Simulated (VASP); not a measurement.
# Ge4IrW (P-6m2) in VASP: a series of runs

Runs on Ge4IrW. Level: PBE. Tasks: single point, relaxation of cell and atoms.

Program: VASP 6.6.1. These are calculated values, not measurements. Logs are shortened: lines on timing, memory, paths and dates and some standing lists are left out, and cuts for length are marked.

## (1) The cell of the first run

Symmetry: P-6m2, No. 187, hexagonal system. Conventional cell: a = 3.889 Å, b = 3.889 Å, c = 8.304 Å, α = 90.00°, β = 90.00°, γ = 120.00°. Within 3.5 Å of Ge (site symmetry 3m) lie 3 W at 2.63 Å and 4 Ge at 2.69 to 2.73 Å and 1 Ir at 2.79 Å. Ge (site symmetry 3m) has 3 Ir at 2.60 Å and 4 Ge at 2.61 to 2.69 Å and 1 W at 2.85 Å within 3.4 Å. Within 3.4 Å of Ir (site symmetry -6m2) lie 8 Ge at 2.60 to 2.79 Å. Within 3.5 Å of W (site symmetry -6m2) lie 8 Ge at 2.63 to 2.85 Å.

The cell was generated, and may not be a known phase.

## (2) Single point, PBE

INCAR reads:

```
SYSTEM = Ge4IrW
PREC = Accurate ; ENCUT = 520
EDIFF = 1E-7 ; ISMEAR = 0
SIGMA = 0.1 ; LREAL = .False.
LASPH = .True. ; NELM = 100
ALGO = Normal ; ISIF = 2
LWAVE = .False. ; LCHARG = .True.
GGA = PE ; LELF = .True.
LVHAR = .True. ; NBANDS = 48
```

KPOINTS reads:

```
regular mesh
0
Gamma
  6 6 2
  0 0 0
```

POSCAR reads:

```
Ge4IrW
1.0
    3.8885401376      0.0000000032      0.0000000000
   -1.9442700716      3.3675745412      0.0000000000
    0.0000000000      0.0000000000      8.3037975314
Ge Ir W
4 1 1
Direct
    0.0000000000      0.0000000000      0.6644714373
    0.6666666667      0.3333333333      0.8429582066
    0.6666666667      0.3333333333      0.1570417934
    0.0000000000      0.0000000000      0.3355285627
    0.0000000000      0.0000000000      0.0000000000
    0.6666666667      0.3333333333      0.5000000000
```

Potentials or basis: VASP PAW PBE potentials, release 64 (Ge_d, Ir, W_sv).

Command:

```console
$ cat potpaw_PBE.64/Ge_d/POTCAR potpaw_PBE.64/Ir/POTCAR potpaw_PBE.64/W_sv/POTCAR > POTCAR
$ mpirun -np 1 vasp_std > vasp.out
```

OUTCAR:

```text
SYSTEM = Ge4IrW
   PREC = Accurate
   ENCUT = 520
   EDIFF = 1E-7
   ISMEAR = 0
   LREAL = .False.
   LASPH = .True.
   NELM = 100
   ISIF = 2
   GGA = PE

 ion  position               nearest neighbor table
   1  0.000  0.000  0.664-   6 2.63   6 2.63   6 2.63   2 2.69   2 2.69   2 2.69   4 2.73   5 2.79

   2  0.667  0.333  0.843-   5 2.60   5 2.60   5 2.60   3 2.61   1 2.69   1 2.69   1 2.69   6 2.85

   3  0.667  0.333  0.157-   5 2.60   5 2.60   5 2.60   2 2.61   4 2.69   4 2.69   4 2.69   6 2.85

   4  0.000  0.000  0.336-   6 2.63   6 2.63   6 2.63   3 2.69   3 2.69   3 2.69   1 2.73   5 2.79

   5  0.000  0.000  0.000-   2 2.60   3 2.60   2 2.60   3 2.60   2 2.60   3 2.60   1 2.79   4 2.79

   6  0.667  0.333  0.500-   1 2.63   4 2.63   1 2.63   4 2.63   1 2.63   4 2.63   3 2.85   2 2.85

  LATTYP: Found a hexagonal cell.
 ALAT       =     3.8885401376
 C/A-ratio  =     2.1354537275

  Lattice vectors:

 A1 = (   3.8885401376,   0.0000000032,   0.0000000000)
 A2 = (  -1.9442700716,   3.3675745412,   0.0000000000)
 A3 = (   0.0000000000,   0.0000000000,   8.3037975314)

Analysis of symmetry for initial positions (statically):
=====================================================================
 Subroutine PRICEL returns:
 Original cell was already a primitive cell.

 Routine SETGRP: Setting up the symmetry group for a
 hexagonal supercell.

 Subroutine GETGRP returns: Found 12 space group operations
 (whereof 12 operations were pure point group operations)
 out of a pool of 24 trial point group operations.

The static configuration has the point symmetry D_3h.

Analysis of symmetry for dynamics (positions and initial velocities):
=====================================================================
 Subroutine PRICEL returns:
 Original cell was already a primitive cell.

 Routine SETGRP: Setting up the symmetry group for a
 hexagonal supercell.

 Subroutine GETGRP returns: Found 12 space group operations
 (whereof 12 operations were pure point group operations)
 out of a pool of 24 trial point group operations.

The dynamic configuration has the point symmetry D_3h.

 Subroutine INISYM returns: Found 12 space group operations
 (whereof 12 operations are pure point group operations),
 and found     1 'primitive' translations

----------------------------------------------------------------------------------------

                                     Primitive cell

  volume of cell :     108.7378

  direct lattice vectors                    reciprocal lattice vectors
     3.888540138  0.000000003  0.000000000     0.257165919  0.148474813  0.000000000
    -1.944270072  3.367574541  0.000000000    -0.000000000  0.296949626  0.000000000
     0.000000000  0.000000000  8.303797531     0.000000000  0.000000000  0.120426828

  length of vectors
     3.888540138  3.888540138  8.303797531     0.296949626  0.296949626  0.120426828

  position of ions in fractional coordinates (direct lattice)
     0.000000000  0.000000000  0.664471437
     0.666666667  0.333333333  0.842958207
     0.666666667  0.333333333  0.157041793
     0.000000000  0.000000000  0.335528563
     0.000000000  0.000000000  0.000000000
     0.666666667  0.333333333  0.500000000

  ion indices of the primitive-cell ions
   primitive index   ion index
                 1           1
                 2           2
                 3           3
                 4           4
                 5           5
                 6           6

----------------------------------------------------------------------------------------

 KPOINTS: regular mesh

Automatic generation of k-mesh.
 Grid dimensions read from file:
 generate k-points for:    6    6    2

 Generating k-lattice:

  Cartesian coordinates                     Fractional coordinates (reciprocal lattice)
     0.042860987  0.024745802  0.000000000     0.166666667 -0.000000000  0.000000000
    -0.000000000  0.049491604  0.000000000     0.000000000  0.166666667  0.000000000
     0.000000000  0.000000000  0.060213414     0.000000000  0.000000000  0.500000000

  Length of vectors
     0.049491604  0.049491604  0.060213414

  Shift w.r.t. Gamma in fractional coordinates (k-lattice)
     0.000000000  0.000000000  0.000000000

 Subroutine IBZKPT returns following result:
 ===========================================

 Found     14 irreducible k-points:

 Following reciprocal coordinates:
            Coordinates               Weight
  0.000000  0.000000  0.000000      1.000000
  0.166667  0.000000  0.000000      6.000000
  0.333333  0.000000  0.000000      6.000000
  0.500000  0.000000  0.000000      3.000000
  0.166667  0.166667  0.000000      6.000000
  0.333333  0.166667  0.000000     12.000000
  0.333333  0.333333  0.000000      2.000000
  0.000000  0.000000  0.500000      1.000000
  0.166667  0.000000  0.500000      6.000000
  0.333333  0.000000  0.500000      6.000000
  0.500000  0.000000  0.500000      3.000000
  0.166667  0.166667  0.500000      6.000000
  0.333333  0.166667  0.500000     12.000000
  0.333333  0.333333  0.500000      2.000000
   k-points           NKPTS =     14   k-points in BZ     NKDIM =     14   number of bands    NBANDS=     48
   number of dos      NEDOS =    301   number of ions     NIONS =      6
   total plane-waves  NPLWV =  57600
   dimension x,y,z NGX =    30 NGY =   30 NGZ =   64
   dimension x,y,z NGXF=    60 NGYF=   60 NGZF=  128
   ions per type =               4   1   1
   NGX,Y,Z   is equivalent  to a cutoff of  12.83, 12.83, 12.81 a.u.
   NGXF,Y,Z  is equivalent  to a cutoff of  25.65, 25.65, 25.63 a.u.
 SYSTEM =  Ge4IrW
   PREC   = accura    normal or accurate (medium, high low for compatibility)
   ISTART =      0    job   : 0-new  1-cont  2-samecut
   ICHARG =      2    charge: 1-file 2-atom 10-const
   ISPIN  =      1    spin polarized calculation?
   LNONCOLLINEAR =      F non collinear calculations
   LSORBIT =      F    spin-orbit coupling
   LASPH  =      T    aspherical Exc in radial PAW
   ENCUT  =  520.0 eV  38.22 Ry    6.18 a.u.   7.23  7.23 15.44*2*pi/ulx,y,z
   NELM   =    100;   NELMIN=  2; NELMDL= -5     # of ELM steps
   EDIFF  = 0.1E-06   stopping-criterion for ELM
   LREAL  =      F    real-space projection
   EDIFFG = 0.1E-05   stopping-criterion for IOM
   NSW    =      0    number of steps for IOM
   IBRION =     -1    ionic relax: 0-MD 1-quasi-New 2-CG
   NFREE  =      0    steps in history (QN), initial steepest desc. (CG)
   ISIF   =      2    stress and relaxation
   ISYM   =      2    0-nonsym 1-usesym 2-fastsym
   POTIM  = 0.5000    time-step for ionic-motion
   TEBEG  =    0.0;   TEEND  =   0.0 temperature during run
   PSTRESS=    0.0 pullay stress
   NELECT =      79.0000    total number of electrons
   NUPDOWN=      -1.0000    fix difference up-down
   EMIN   =  10.00;   EMAX   =-10.00  energy-range for DOS
   EFERMI =   0.00;   METHOD = LEGACY
   ISMEAR =     0;   SIGMA  =   0.10  broadening in eV -4-tet -1-fermi 0-gaus
   EFERMI_NEDOS =   21; number of points for ismear=-14 and -15
   IALGO  =     38    algorithm
   IMIX   =      4    mixing-type and parameters
     AMIX     =   0.40;   BMIX     =  1.00
     AMIX_MAG =   1.60;   BMIX_MAG =  1.00
  volume/ion in A,a.u.               =      18.12       122.30
  Fermi-wavevector in a.u.,A,eV,Ry     =   1.471715  2.781138 29.469466  2.165945
  Thomas-Fermi vector in A             =   2.586817
   LORBIT       =      0    0 simple, 1 ext, 2 COOP (PROOUT), +10 PAW based schemes
   GGA     = PE    functional components
   LHFCALC =     F    Hartree Fock is set to
   AEXX    =    0.0000 exact exchange contribution
   IVDW    =     0    specifies the selected vdW correction
   LEPSILON=     F    determine dielectric tensor
   LRPA    =     F    only Hartree local field effects (RPA)
 non-spin polarized calculation
 Gauss-broadening in eV      SIGMA  =   0.10
  energy-cutoff  :      520.00
  volume of cell :      108.74
 maximum number of plane-waves:      2958
 NGX is ok and might be reduce to    30
   NGX = 15   NGY = 15   NGZ = 31

 number of electron      79.0000011 magnetization

 Free energy of the ion-electron system (eV)
  ---------------------------------------------------
  ext. energy  EPLUGINS =         0.00000000
  ---------------------------------------------------
  free energy    TOTEN  =       -38.06825295 eV

  energy without entropy =      -38.02777971  energy(sigma->0) =      -38.04801633

 E-fermi :   7.6313     XC(G=0): -11.6715

 val. band max:        7.5775498305   @ k =   0.1667   0.0000   0.0000
 cond. band min:       7.6467749071   @ k =   0.1667   0.1667   0.5000
 fundamental gap:      0.0692250766
 Fermi energy:         7.6313186171

 k-point     1 :       0.0000    0.0000    0.0000
  band No.  band energies     occupation
      1     -66.7614      2.00000
      2     -30.9902      2.00000
      3     -30.9902      2.00000
      4     -30.9725      2.00000
      5     -17.5434      2.00000
      6     -17.5034      2.00000
[... 40 lines left out ...]
     47      11.0804      0.00000
     48      11.8339      0.00000

 k-point     2 :       0.1667    0.0000    0.0000
  band No.  band energies     occupation
      1     -66.7612      2.00000
      2     -30.9989      2.00000
      3     -30.9924      2.00000
      4     -30.9713      2.00000
      5     -17.5416      2.00000
      6     -17.5023      2.00000
[... 40 lines left out ...]
     47      12.1116      0.00000
     48      12.4371      0.00000

 k-point     3 :       0.3333    0.0000    0.0000
  band No.  band energies     occupation
      1     -66.7608      2.00000
      2     -31.0162      2.00000
      3     -30.9968      2.00000
      4     -30.9691      2.00000
      5     -17.5381      2.00000
      6     -17.4999      2.00000
[... 550 lines left out ...]
     47      11.9320      0.00000
     48      12.3663      0.00000

 k-point    14 :       0.3333    0.3333    0.5000
  band No.  band energies     occupation
      1     -66.7605      2.00000
      2     -31.0167      2.00000
      3     -31.0126      2.00000
      4     -30.9675      2.00000
      5     -17.5319      2.00000
      6     -17.4976      2.00000
[... 40 lines left out ...]
     47      12.2463      0.00000
     48      12.4116      0.00000

------------------------ aborting loop because EDIFF is reached ----------------------------------------

  FORCE on cell =-STRESS in cart. coord.  units (eV):
  Direction    XX          YY          ZZ          XY          YZ          ZX
  --------------------------------------------------------------------------------------
  -------------------------------------------------------------------------------------
  Total        0.2143728      0.2143728      0.0502570     -0.0000000      0.0000000      0.0000000
  in kB        3.1586364      3.1586364      0.7405021     -0.0000000      0.0000000      0.0000000
  external PRESSURE =       2.3525916 kB  Pullay stress =       0.0000000 kB

 VOLUME and BASIS-vectors are now :
 -----------------------------------------------------------------------------
  energy-cutoff  :      520.00
  volume of cell :      108.74
      direct lattice vectors                 reciprocal lattice vectors
     3.888540138  0.000000003  0.000000000     0.257165919  0.148474813  0.000000000
    -1.944270072  3.367574541  0.000000000    -0.000000000  0.296949626  0.000000000
     0.000000000  0.000000000  8.303797531     0.000000000  0.000000000  0.120426828

 POSITION                                       TOTAL-FORCE (eV/Angst)
 -----------------------------------------------------------------------------------
      0.00000      0.00000      5.51764        -0.000000      0.000000      0.003208
      1.94427      1.12252      6.99975        -0.000000     -0.000000     -0.005783
      1.94427      1.12252      1.30404         0.000000     -0.000000      0.005783
      0.00000      0.00000      2.78616        -0.000000      0.000000     -0.003208
      0.00000      0.00000      0.00000         0.000000     -0.000000     -0.000000
      1.94427      1.12252      4.15190         0.000000     -0.000000     -0.000000
 -----------------------------------------------------------------------------------
    total drift:                               -0.000000      0.000000      0.000000

  FREE ENERGIE OF THE ION-ELECTRON SYSTEM (eV)
  ---------------------------------------------------
  free  energy   TOTEN  =       -38.0682529459 eV

  energy  without entropy=      -38.0277797100  energy(sigma->0) =      -38.04801633
```

Wall time 69 s (1 thread of Intel Xeon Platinum 8559C (Emerald Rapids), shared host); peak memory 0.26 GiB.

Results:

```yaml
Free_energy: -38.0683 eV
Pressure: 0.2 GPa
Largest_force: 0.006 eV/Å
Band_gap_on_the_k_mesh: zero (an odd number of electrons rules out a gap without spin polarisation)
```

Forces in eV/Å, atoms in the order of the input:
```
Ge   0.000  0.000  0.003
Ge   0.000  0.000 -0.006
Ge   0.000  0.000  0.006
Ge   0.000  0.000 -0.003
Ir   0.000  0.000  0.000
W    0.000  0.000  0.000
```

Stress tensor (GPa, compression positive):
```
0.32 0.00 0.00
0.00 0.32 0.00
0.00 0.00 0.07
```

Levels at points of the mesh, in eV from the Fermi level:
| k point | band 35 | band 36 | band 37 | band 38 | band 39 | band 40 | band 41 | band 42 | band 43 | band 44 |
| --- | --- | --- | --- | --- | --- | --- | --- | --- | --- | --- |
| (0.00, 0.00, 0.00) | -2.88 | -2.68 | -1.56 | -1.56 | 1.39 | 1.39 | 1.58 | 2.02 | 2.61 | 3.18 |
| (0.50, 0.00, 0.00) | -2.55 | -2.23 | -1.80 | -1.77 | -1.72 | -0.46 | 0.04 | 0.29 | 1.92 | 1.96 |
| (0.00, 0.00, 0.50) | -2.54 | -1.80 | -1.80 | -1.77 | -0.10 | 0.19 | 1.86 | 1.86 | 2.11 | 2.11 |
| (0.50, 0.00, 0.50) | -2.64 | -2.13 | -1.80 | -1.66 | -1.13 | 0.13 | 0.19 | 0.60 | 0.70 | 0.73 |

Caveat: the k points lie up to 0.38 Å⁻¹ apart, too coarse for converged energies and pressures of a metal; spin-orbit coupling is left out, which moves the levels of the heavy elements.

## (3) Relaxation of cell and atoms, PBE

This run uses another cell than the first one, of 15.95 Å³/atom.

INCAR reads:

```
ALGO     = Normal         # electronic algorithm
EDIFF    = 1E-6           # SCF threshold, eV
EDIFFG   = -0.04          # ionic threshold
ENCUT    = 600            # plane-wave cutoff, eV
GGA      = PE             # functional
IBRION   = 2              # ionic algorithm
ISIF     = 3              # what is computed and relaxed
ISMEAR   = 0              # smearing method
LASPH    = True           # aspherical terms in the spheres
LCHARG   = False          # write CHGCAR
LREAL    = False          # projectors in reciprocal space
LWAVE    = False          # write WAVECAR
NELM     = 80             # most SCF steps
NSW      = 90             # ionic steps
PREC     = Accurate       # precision mode
SIGMA    = 0.1            # smearing width, eV
```

KPOINTS reads:

```
k-points
0
Gamma
  6 6 2
```

POSCAR reads:

```
Ge4IrW
1.0
    3.5007879300      0.0000000000      0.0000000000
   -1.7503939700      3.0317712800      0.0000000000
    0.0000000000      0.0000000000      9.0186924400
Ge Ir W
4 1 1
Direct
    0.0000000000      0.0000000000      0.7071691200
    0.6666666700      0.3333333300      0.7986019800
    0.6666666700      0.3333333300      0.2013980200
    0.0000000000      0.0000000000      0.2928308800
    0.0000000000      0.0000000000      0.0000000000
    0.6666666700      0.3333333300      0.5000000000
```

Potentials or basis: VASP PAW PBE potentials, release 64 (Ge_d, Ir, W_sv).

Command:

```console
$ cat potpaw_PBE.64/Ge_d/POTCAR potpaw_PBE.64/Ir/POTCAR potpaw_PBE.64/W_sv/POTCAR > POTCAR
$ mpirun -np 1 vasp_std > vasp.out
```

It took 7.8 min on 1 thread of Intel Xeon Platinum 8559C (Emerald Rapids), shared host; peak memory 0.29 GiB.

It converged, with:

```yaml
Free_energy: -38.0651 eV
Relaxed_volume: 18.18 Å³/atom
Relaxed_cell: a = 3.900 Å, b = 3.900 Å, c = 8.280 Å, α = 90.00°, β = 90.00°, γ = 120.00°
Space_group_after_relaxing_to_0.1_Å: P-6m2 (No. 187)
Energy_gained_by_relaxing: 925.1 meV/atom
Ionic_steps: 12
Pressure_after_relaxing: -0.2 GPa
Band_gap_on_the_k_mesh: zero (an odd number of electrons rules out a gap without spin polarisation)
```

Stress tensor (GPa, compression positive):
```
-0.22  0.00  0.00
 0.00 -0.22  0.00
 0.00  0.00 -0.02
```

Step by step:
```tsv
step	energy change (eV)	largest force (eV/Å)	pressure (GPa)	volume (Å³)
1	0.0000	5.5091	25.53	95.72
2	-3.1628	1.4665	-16.75	134.81
3	-3.5483	2.2642	-11.00	121.11
4	-5.4622	0.7901	-0.47	108.70
5	-5.4899	0.4522	2.30	106.97
6	-5.4913	0.4981	1.81	107.25
7	-5.5421	0.1151	-0.30	109.37
8	-5.5422	0.0962	-0.45	109.48
9	-5.5488	0.0646	0.28	108.83
10	-5.5494	0.0609	0.45	108.62
11	-5.5506	0.0215	-0.37	109.24
12	-5.5508	0.0005	-0.16	109.08
```

Final structure:
```
Ge Ir W
1.0
     3.90028    0.00000    0.00000
    -1.95014    3.37774    0.00000
     0.00000    0.00000    8.27952
Ge Ir W
4 1 1
Direct
  0.00000 0.00000 0.66442
  0.66667 0.33333 0.84285
  0.66667 0.33333 0.15715
  0.00000 0.00000 0.33558
  0.00000 0.00000 0.00000
  0.66667 0.33333 0.50000
```

Levels at points of the mesh, in eV from the Fermi level:
```
           k point  band 36  band 37  band 38  band 39  band 40  band 41  band 42  band 43
(0.00, 0.00, 0.00)    -2.70    -1.55    -1.55     1.37     1.37     1.57     1.98     2.66
(0.50, 0.00, 0.00)    -2.20    -1.78    -1.75    -1.73    -0.47     0.04     0.27     1.95
(0.00, 0.00, 0.50)    -1.80    -1.80    -1.72    -0.13     0.15     1.84     1.84     2.10
(0.50, 0.00, 0.50)    -2.13    -1.80    -1.66    -1.13     0.13     0.20     0.60     0.70
```

Caveat: spin-orbit coupling is left out, which moves the levels of the heavy elements.

(Part 1 of 2 ends here.)

The gap in the log of VASP goes by the Fermi energy; the results here count the filled bands.